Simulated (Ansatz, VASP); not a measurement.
## Si in VASP and in Ansatz

INCAR

```
SYSTEM = Si
ALGO = Normal
DIPOL = 0.5 0.5 0.500
EDIFF = 1E-6
ENCUT = 520
GGA = PE
IDIPOL = 3
ISIF = 2
ISMEAR = 0
LASPH = .TRUE.
LCHARG = .FALSE.
LDIPOL = .TRUE.
LREAL = .FALSE.
LWAVE = .FALSE.
NBANDS = 11
NELM = 80
PREC = Accurate
SIGMA = 0.1
```

File KPOINTS:

```
k-points
0
G
  15 15 1
  0 0 0
```

The input POSCAR:

```
Si
1.0
    3.6880000000      0.0000000000      0.0000000000
   -1.8440000000      3.1939016892      0.0000000000
    0.0000000000      0.0000000000     28.0000000000
Si
2
Direct
    0.3333333333      0.6666666667      0.5101964286
    0.6666666667      0.3333333333      0.4898035714
```

Input for Ansatz:

```yaml
crystal:
  lattice:
    - [3.688, 0.0, 0.0]
    - [-1.844, 3.1939016892, 0.0]
    - [0.0, 0.0, 28.0]
  atoms:
    - { symbol: Si, position: [0.3333333333, 0.6666666667, 0.5101964286] }
    - { symbol: Si, position: [0.6666666667, 0.3333333333, 0.4898035714] }
  periodic: [true, true, false]
basis:
  ecutwfc: 420
kpoints:
  mp_grid: { grid: [15, 15, 1] }
hamiltonian:
  xc: pbe
  pseudopotentials: { kind: paw, azcp: { folder: soft_1 } }
scf:
  occupations: { method: gaussian, width: 0.1 }
output:
  forces: true
  stress: true
  eigenvalues: true
  write_density: true
  write_potential: true
  elf: true
  volumetric_format: npy
```

Alike in both runs: task single point; functional PBE; k mesh 15 × 15 × 1; occupations gaussian, width 0.1 eV; no spin polarisation.

```csv
,VASP,Ansatz
version,VASP 6.6.1,Ansatz 0.2.0
potentials or method,"VASP PAW PBE potentials, release 64 (Si), cutoff 520 eV","scalar-relativistic, plane waves, PAW"
valence electrons in the cell,8,8
```

|  | VASP | Ansatz | Ansatz less VASP |
| --- | --- | --- | --- |
| gap on the k mesh at the Fermi level (eV) | none | none | - |
| rms of the force components (eV/Å) | 0.134 | 0.140 | +0.0065 |

Atom by atom the forces differ by 0.007 eV/Å (rms over components). A gap of «none» marks a metal or a gap that the smearing closes. The functional is the same, so the differences come from potentials, cutoffs and numerics. Ansatz's warnings: xc potential rough in thin density.
